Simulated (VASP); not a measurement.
A run of VASP 6.6.1:

POSCAR

```
Li3SeF
1.0
    5.6140507539      0.0000000000      0.0000000000
   -2.8070253770      4.8619105710      0.0000000000
    0.0000000000      0.0000000000      4.8558298242
Li Se F
6 2 2
Direct
    0.8398174646      0.6796349293      0.7500000000
    0.3203650707      0.1601825354      0.7500000000
    0.8398174646      0.1601825354      0.7500000000
    0.1601825354      0.3203650707      0.2500000000
    0.6796349293      0.8398174646      0.2500000000
    0.1601825354      0.8398174646      0.2500000000
    0.3333333333      0.6666666667      0.7500000000
    0.6666666667      0.3333333333      0.2500000000
    0.0000000000      0.0000000000      0.0000000000
    0.0000000000      0.0000000000      0.5000000000
```

INCAR.step1

```
SYSTEM = Li3SeF
ALGO     = Normal         ! electronic algorithm
EDIFF    = 1E-6           ! SCF threshold, eV
ENCUT    = 520            ! plane-wave cutoff, eV
GGA      = PE             ! functional
ISIF     = 2              ! what is computed and relaxed
ISMEAR   = 0              ! smearing method
LASPH    = .True.         ! aspherical terms in the spheres
LCHARG   = .True.         ! write CHGCAR
LREAL    = .False.        ! projectors in reciprocal space
LWAVE    = .False.        ! write WAVECAR
NBANDS   = 33             ! bands
NELM     = 100            ! most SCF steps
PREC     = Accurate       ! precision mode
SIGMA    = 0.02           ! smearing width, eV
```

Contents of KPOINTS.step1:

```
k-points
0
Gamma
  6 6 6
  0 0 0
```

File INCAR.step2:

```
SYSTEM = Li3SeF
ALGO     = Normal         ! electronic algorithm
EDIFF    = 1E-6           ! SCF threshold, eV
ENCUT    = 520            ! plane-wave cutoff, eV
GGA      = PE             ! functional
ICHARG   = 11             ! starting density
ISIF     = 2              ! what is computed and relaxed
ISMEAR   = -5             ! smearing method
LASPH    = .True.         ! aspherical terms in the spheres
LCHARG   = .False.        ! write CHGCAR
LORBIT   = 11             ! projections on sites
LREAL    = .False.        ! projectors in reciprocal space
LWAVE    = .False.        ! write WAVECAR
NEDOS    = 2001           ! points of the DOS
NELM     = 100            ! most SCF steps
PREC     = Accurate       ! precision mode
SIGMA    = 0.02           ! smearing width, eV
```

The input KPOINTS.step2:

```
k-points
0
Gamma
  9 9 9
  0 0 0
```

Potentials or basis: VASP PAW PBE potentials, release 64 (Li_sv, Se, F).

Launch:

```sh
$ cat potpaw_PBE.64/Li_sv/POTCAR potpaw_PBE.64/Se/POTCAR potpaw_PBE.64/F/POTCAR > POTCAR
$ cp INCAR.step1 INCAR
$ cp KPOINTS.step1 KPOINTS
$ mpirun -np 1 vasp_std > vasp.out
$ cp INCAR.step2 INCAR
$ cp KPOINTS.step2 KPOINTS
$ mpirun -np 1 vasp_std > vasp.out
```

Hardware: 1 thread of Intel(R) Xeon(R) Platinum 8488C (Sapphire Rapids) (shared host).

Task: How long does it take, and how much memory?

Result: It took 3.8 min on 1 thread of Intel(R) Xeon(R) Platinum 8488C (Sapphire Rapids), on a shared host, peak memory 0.34 GiB. Counts: k points 60.
